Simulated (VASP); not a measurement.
A run of VASP 6.6.1:

The input INCAR:

```
SYSTEM = Ge
PREC     = Accurate       ! precision mode
ENCUT    = 520            ! plane-wave cutoff, eV
EDIFF    = 1E-6           ! SCF threshold, eV
ISMEAR   = -1             ! smearing method
SIGMA    = 0.05           ! smearing width, eV
LREAL    = .FALSE.        ! projectors in reciprocal space
LASPH    = .TRUE.         ! aspherical terms in the spheres
NELM     = 100            ! most SCF steps
ALGO     = Normal         ! electronic algorithm
ISIF     = 2              ! what is computed and relaxed
LWAVE    = .FALSE.        ! write WAVECAR
LCHARG   = .FALSE.        ! write CHGCAR
GGA      = PE             ! functional
NBANDS   = 21             ! bands
```

The input KPOINTS:

```
Automatic mesh
0
G
  11 11 11
  0 0 0
```

POSCAR

```
Ge
1.0
    0.0000000000      2.8807016401      2.8807016401
    2.8807016401      0.0000000000      2.8807016401
    2.8807016401      2.8807016401      0.0000000000
Ge
2
Direct
    0.0000000000      0.0000000000      0.0000000000
    0.2500000000      0.2500000000      0.2500000000
```

Potentials or basis: VASP PAW PBE potentials, release 64 (Ge_d).

Launch:

```sh
$ cat potpaw_PBE.64/Ge_d/POTCAR > POTCAR
$ mpirun -np 1 vasp_std > vasp.out
```

Hardware: 1 thread of Intel(R) Xeon(R) 6975P-C (Granite Rapids), on a shared host.

Task: How long does it take, and how much memory?

Result: Wall time 24 s on 1 thread of Intel(R) Xeon(R) 6975P-C (Granite Rapids) (shared host), peak memory 0.18 GiB. Counts: scf iterations 12, k points 56.
